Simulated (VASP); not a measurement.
A run of VASP 6.6.1:

File POSCAR:

```
Ga
1.0
    2.8198766347      0.0000000000     -0.0003986943
    0.0000000000      3.3990027990      0.0000000000
   -1.3640479195      0.0000000000      3.9227249680
Ga
2
Direct
    0.1472439890      0.7500000000      0.7712114406
    0.8527560110      0.2500000000      0.2287885594
```

File INCAR.step1:

```
ALGO     = Normal         # electronic algorithm
EDIFF    = 1E-5           # SCF threshold, eV
ENCUT    = 520            # plane-wave cutoff, eV
GGA      = PE             # functional
ISIF     = 2              # what is computed and relaxed
ISMEAR   = -1             # smearing method
LASPH    = True           # aspherical terms in the spheres
LCHARG   = False          # write CHGCAR
LREAL    = False          # projectors in reciprocal space
LWAVE    = True           # write WAVECAR
NBANDS   = 20             # bands
NELM     = 80             # most SCF steps
PREC     = Accurate       # precision mode
SIGMA    = 0.05           # smearing width, eV
```

INCAR.step2

```
AEXX     = 0.25           # exact-exchange fraction
ALGO     = Normal         # electronic algorithm
EDIFF    = 1E-7           # SCF threshold, eV
ENCUT    = 520            # plane-wave cutoff, eV
GGA      = PE             # functional
HFSCREEN = 0.3            # screening, 1/A
ISIF     = 2              # what is computed and relaxed
ISMEAR   = -1             # smearing method
ISTART   = 1            
LASPH    = True           # aspherical terms in the spheres
LCHARG   = False          # write CHGCAR
LHFCALC  = True           # exact exchange
LREAL    = False          # projectors in reciprocal space
LWAVE    = False          # write WAVECAR
NBANDS   = 20             # bands
NELM     = 80             # most SCF steps
PREC     = Accurate       # precision mode
PRECFOCK = Normal       
SIGMA    = 0.05           # smearing width, eV
```

The input KPOINTS:

```
k-points
0
Gamma
  5 4 4
```

Potentials or basis: VASP PAW PBE potentials, release 64 (Ga_d).

The run is started by

```sh
$ cat potpaw_PBE.64/Ga_d/POTCAR > POTCAR
$ cp INCAR.step1 INCAR
$ mpirun -np 1 vasp_std > vasp.out
$ cp INCAR.step2 INCAR
$ mpirun -np 1 vasp_std > vasp.out
```

Hardware: 1 thread of Oxide Virtual Turin-like Processor, with other jobs on the host.

Question: How long does it take, and how much memory?

Answer: It took 61 min on 1 thread of Oxide Virtual Turin-like Processor, on a shared host, peak memory 0.24 GiB. Counts: k points 33.
